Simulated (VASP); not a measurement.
Set up this calculation in VASP 6.6.1, as the native input.

* Task: single point
* Functional: PBEsol
* Potentials or basis: VASP PAW PBE potentials, release 64 (Au, Cu)
* Cutoff: 520 eV
* k mesh: 8 × 8 × 6
* Occupations: fermi-dirac, width 0.05 eV
* Spin: no spin polarisation
* Dipole correction: no
* Further INCAR settings: ALGO = Fast; EDIFF = 1e-06; NBANDS = 18

The structure of CuAu lies in POSCAR:

```
CuAu
1.0
    2.8107494552      0.0000000000      0.0000000000
    0.0000000000      2.8107494552      0.0000000000
    0.0000000000      0.0000000000      3.5376000000
Au Cu
1 1
Direct
    0.0000000000      0.0000000000      0.0000000000
    0.5000000000      0.5000000000      0.5000000000
```

One way to write it, as run:

INCAR

```
SYSTEM = CuAu
ALGO = Fast
EDIFF = 1E-6
ENCUT = 520
GGA = PS
ISIF = 2
ISMEAR = -1
LASPH = .TRUE.
LCHARG = .FALSE.
LREAL = .FALSE.
LWAVE = .FALSE.
NBANDS = 18
NELM = 60
PREC = Accurate
SIGMA = 0.05
```

KPOINTS

```
k-points
0
G
  8 8 6
  0 0 0
```

Potentials or basis: VASP PAW PBE potentials, release 64 (Au, Cu).

Command:

```console
$ cat potpaw_PBE.64/Au/POTCAR potpaw_PBE.64/Cu/POTCAR > POTCAR
$ mpirun -np 1 vasp_std > vasp.out
```

Results of the run:

The pressure is 3.6 GPa and the band gap on the k mesh is zero (band 11 reaches 14.46 eV, above the bottom of band 12 at 7.03 eV).

Caveat: the PAW data sets were made with another functional, which shifts forces and pressure a little; spin-orbit coupling is left out, which moves the levels of the heavy elements.

Run time: 58 s on 1 thread of AMD EPYC 7R43 64-Core Processor (Zen 3), with other jobs on the host, peak memory 0.13 GiB.
